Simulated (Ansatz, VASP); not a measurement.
# C: VASP beside Ansatz

```
CELL_PARAMETERS angstrom
1.78340 -1.78340 0.00000
1.78340 0.00000 -1.78340
6.96039 6.96039 6.96039
ATOMIC_POSITIONS crystal
C 0.66667 0.66667 0.27761
C 0.00000 0.00000 0.10679
C 0.33333 0.33333 0.44842
C 0.66667 0.66667 0.79005
C 0.00000 0.00000 0.61924
C 0.33333 0.33333 0.96086
C 0.66667 0.66667 0.40572
C 0.00000 0.00000 0.23490
C 0.33333 0.33333 0.57653
C 0.66667 0.66667 0.91816
C 0.00000 0.00000 0.74735
C 0.33333 0.33333 0.06409
```

Alike in both runs: task single point; functional PBE; k mesh 10 × 10 × 2; occupations gaussian, width 0.05 eV; no spin polarisation.

|  | VASP | Ansatz |
| --- | --- | --- |
| version | VASP 6.6.1 | Ansatz 0.2.0 |
| potentials or method | VASP PAW PBE potentials, release 64 (C), cutoff 520 eV | scalar-relativistic, plane waves, PAW |
| valence electrons in the cell | 48 | 48 |

|  | VASP | Ansatz | Ansatz less VASP |
| --- | --- | --- | --- |
| gap on the k mesh at the Fermi level (eV) | 3.90 | 3.91 | +0.009 |
| least direct gap on the mesh (eV) | 5.07 | 5.07 | +0.003 |
| pressure (GPa) | 22.3 | 21.6 | -0.75 |
| traceless stress, the component that is largest in VASP (GPa) | 18.25 | 18.18 | -0.068 |
| rms of the force components (eV/Å) | 3.445 | 3.431 | -0.0134 |

Atom by atom the forces differ by 0.013 eV/Å (rms over components).
